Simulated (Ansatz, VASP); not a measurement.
## Sb: VASP beside Ansatz

```
Sb
1.0
     7.99149    0.00000    0.00000
     0.00000    7.99149    0.00000
     0.00000    0.00000    3.07005
Sb
6
Direct
  0.50000 0.50000 0.00000
  0.00000 0.00000 0.00000
  0.86756 0.63244 0.00000
  0.13244 0.36756 0.00000
  0.63244 0.13244 0.00000
  0.36756 0.86756 0.00000
```

Alike in both runs: functional PBE; k mesh 4 × 4 × 6; occupations gaussian, width 0.1 eV; no spin polarisation.

Ansatz relaxed the structure, and its values are those at the end. VASP's run is a single point on that final structure, the one shown.

|  | VASP | Ansatz |
| --- | --- | --- |
| version | VASP 6.6.1 | Ansatz 0.2.0 |
| potentials or method | VASP PAW PBE potentials, release 64 (Sb), cutoff 520 eV | scalar-relativistic, plane waves, PAW |
| valence electrons in the cell | 30 | 90 |

Ansatz gave:

```
gap on the k mesh at the Fermi level (eV) : none
pressure (GPa)                            : 0.3
rms of the force components (eV/Å)        : 0.026
```

Question: Which values does VASP return?

Answer: gap on the k mesh at the Fermi level (eV): none; pressure (GPa): 0.3; rms of the force components (eV/Å): 0.021.

A gap of «none» marks a metal or a gap that the smearing closes. VASP's potentials hold 30 valence electrons a cell and Ansatz's 90, so a difference there can come from the potentials and not from the codes.

Spin-orbit coupling is off throughout.
